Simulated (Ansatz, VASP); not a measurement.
One calculation of SiC, two programs

Contents of POSCAR:

```
SiC
1.0
    0.0000000000      2.1505369288      2.1505369288
    2.1505369288      0.0000000000      2.1505369288
    2.1505369288      2.1505369288      0.0000000000
Si C
1 1
Direct
    0.0000000000      0.0000000000      0.0000000000
    0.2500000000      0.2500000000      0.2500000000
```

File INCAR.step1:

```
SYSTEM = SiC
PREC = Accurate
ENCUT = 660
ISMEAR = 0
SIGMA = 0.01
LREAL = .False.
LASPH = .True.
NELM = 120
NBANDS = 11
GGA = PE
ALGO = Normal
EDIFF = 1E-5
LWAVE = .True.
LCHARG = .False.
GGA_COMPAT = .False.
```

File INCAR.step2:

```
SYSTEM = SiC
PREC = Accurate
ENCUT = 660
EDIFF = 1E-6
ISMEAR = 0
SIGMA = 0.01
LREAL = .False.
LASPH = .True.
NELM = 120
ALGO = Normal
ISIF = 2
LWAVE = .False.
LCHARG = .False.
METAGGA = R2SCAN
LMIXTAU = .True.
NBANDS = 11
ISTART = 1
GGA_COMPAT = .False.
```

File KPOINTS:

```
regular mesh
0
Gamma
  10 10 10
  0 0 0
```

Input for Ansatz:

```yaml
crystal:
  lattice:
    - [0.0, 2.1505369288, 2.1505369288]
    - [2.1505369288, 0.0, 2.1505369288]
    - [2.1505369288, 2.1505369288, 0.0]
  atoms:
    - { symbol: Si, position: [0.0, 0.0, 0.0] }
    - { symbol: C, position: [0.25, 0.25, 0.25] }
scf:
  occupations: { method: fixed }
output:
  forces: true
  stress: true
  eigenvalues: true
hamiltonian:
  xc: r2scan
basis:
  ecutwfc: 560
kpoints:
  mp_grid: { grid: [10, 10, 10] }
```

Alike in both runs: task single point; functional r2SCAN; k mesh 10 × 10 × 10; no spin polarisation.

|  | VASP | Ansatz |
| --- | --- | --- |
| version | VASP 6.6.1 | Ansatz 0.2.0 |
| potentials or method | VASP PAW PBE potentials, release 64 (Si, C), cutoff 660 eV | scalar-relativistic, plane waves, PAW |
| occupations | gaussian, width 0.01 eV | fixed |
| valence electrons in the cell | 8 | 8 |

|  | VASP | Ansatz | Ansatz less VASP |
| --- | --- | --- | --- |
| gap on the k mesh at the Fermi level (eV) | 1.70 | 1.69 | -0.014 |
| least direct gap on the mesh (eV) | 5.11 | 5.10 | -0.015 |
| pressure (GPa) | 8.9 | 9.4 | +0.43 |

VASP's potentials were made for PBE, not for r2SCAN.
